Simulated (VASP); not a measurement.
Here is a VASP 6.6.1 calculation.

File INCAR:

```
SYSTEM = CoO
ALGO = Normal ; EDIFF = 1E-6
ENCUT = 600 ; GGA = CA
GGA_COMPAT = .False. ; ISIF = 2
ISMEAR = 0 ; ISPIN = 2
LASPH = .True. ; LCHARG = .False.
LMAXMIX = 4 ; LORBIT = 11
LREAL = .False. ; LWAVE = .False.
MAGMOM = 2.7 0.34 ; NBANDS = 22
NELM = 200 ; PREC = Accurate
SIGMA = 0.1
```

The input KPOINTS:

```
k-points
0
Gamma
  18 18 18
  0 0 0
```

Contents of POSCAR:

```
CoO
1.0
    1.4981285242      0.8649449068      2.1617482947
   -1.4981285242      0.8649449068      2.1617482947
    0.0000000000     -1.7298898135      2.1617482947
Co O
1 1
Direct
    0.0000000000      0.0000000000      0.0000000000
    0.5000000000      0.5000000000      0.5000000000
```

Potentials or basis: VASP PAW LDA potentials, release 64 (Co_sv, O).

Command:

```console
$ cat potpaw_LDA.64/Co_sv/POTCAR potpaw_LDA.64/O/POTCAR > POTCAR
$ mpirun -np 1 vasp_std > vasp.out
```

Q: Estimate the pressure.

A: -4.3 GPa.

Q: Predict the net moment.

A: 2.05 μB per cell.

Q: What does it give for the site moments?

A: Co +1.80; O +0.17 μB.

Stress tensor (GPa, compression positive):
```
-4.39  0.00  0.00
 0.00 -4.39  0.00
 0.00  0.00 -3.97
```

Caveat: the cell stands under tension; a cell with one magnetic atom can't hold antiferromagnetic order, which such compounds often take.
